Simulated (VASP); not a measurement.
Set up this calculation in VASP 6.6.1, as the native input.

| Property | Result |
| --- | --- |
| Task | single point |
| Functional | PBEsol |
| Potentials or basis | VASP PAW PBE potentials, release 64 (Al, Cu) |
| Cutoff | 520 eV |
| k mesh | 10 × 10 × 10 |
| Occupations | gaussian, width 0.15 eV |
| Spin | no spin polarisation |
| Dipole correction | no |
| Further INCAR settings | ALGO = Fast; EDIFF = 1e-07; NBANDS = 26 |

The structure of Al2Cu lies in POSCAR:

```
Al2Cu
1.0
   -2.9366000000      2.9366000000      2.4621000000
    2.9366000000     -2.9366000000      2.4621000000
    2.9366000000      2.9366000000     -2.4621000000
Al Cu
4 2
Direct
    0.1593210787      0.6593210787      0.8186421574
    0.6593210787      0.8406789213      0.5000000000
    0.8406789213      0.3406789213      0.1813578426
    0.3406789213      0.1593210787      0.5000000000
    0.7500000000      0.7500000000      0.0000000000
    0.2500000000      0.2500000000      0.0000000000
```

These files were run (other wordings do the same):

INCAR

```
SYSTEM = Al2Cu
  PREC = Accurate
  ENCUT = 520
  EDIFF = 1E-7
  ISMEAR = 0
  SIGMA = 0.15
  LREAL = .FALSE.
  LASPH = .TRUE.
  NELM = 80
  ALGO = Fast
  ISIF = 2
  LWAVE = .FALSE.
  LCHARG = .FALSE.
  GGA = PS
  NBANDS = 26
```

KPOINTS

```
Automatic mesh
0
G
  10 10 10
  0 0 0
```

Potentials or basis: VASP PAW PBE potentials, release 64 (Al, Cu).

Command:

```console
$ cat potpaw_PBE.64/Al/POTCAR potpaw_PBE.64/Cu/POTCAR > POTCAR
$ mpirun -np 1 vasp_std > vasp.out
```

It gave:

```yaml
Pressure: 2.7 GPa
Largest_force: 0.110 eV/Å
Band_gap_on_the_k_mesh: zero (bands 17 and 18 overlap by 4.08 eV)
```

Caveat: the stress differs along the axes, from -1 to 5 GPa; the PAW data sets were made with another functional, which shifts forces and pressure a little.

It took 2.1 min on 1 thread of Intel(R) Xeon(R) 6975P-C (Granite Rapids), with other jobs on the host, peak memory 0.33 GiB.
